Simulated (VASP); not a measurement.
Input of a VASP 6.6.1 run:

File INCAR:

```
  ALGO = Normal
  EDIFF = 1E-7
  ENCUT = 520
  GGA = PE
  ISIF = 2
  ISMEAR = -1
  ISPIN = 2
  LASPH = True
  LCHARG = False
  LMAXMIX = 4
  LORBIT = 11
  LREAL = False
  LWAVE = False
  MAGMOM = 1 1
  NBANDS = 21
  NELM = 150
  PREC = Accurate
  SIGMA = 0.08
```

File KPOINTS:

```
k-points
0
Gamma
  19 19 10
```

File POSCAR:

```
Ni
1.0
    2.3181471377      0.0000000000      0.0000000000
   -1.1590735689      2.0075743110      0.0000000000
    0.0000000000      0.0000000000      3.8053539357
Ni
2
Direct
    0.3333333333      0.6666666667      0.2500000000
    0.6666666667      0.3333333333      0.7500000000
```

Potentials or basis: VASP PAW PBE potentials, release 64 (Ni).

Command:

```console
$ cat potpaw_PBE.64/Ni/POTCAR > POTCAR
$ mpirun -np 1 vasp_std > vasp.out
```

(1) Estimate the net moment.

(2) Estimate the site moments.

Answers

(1) 1.11 μB per cell.

(2) Ni +0.55 μB.
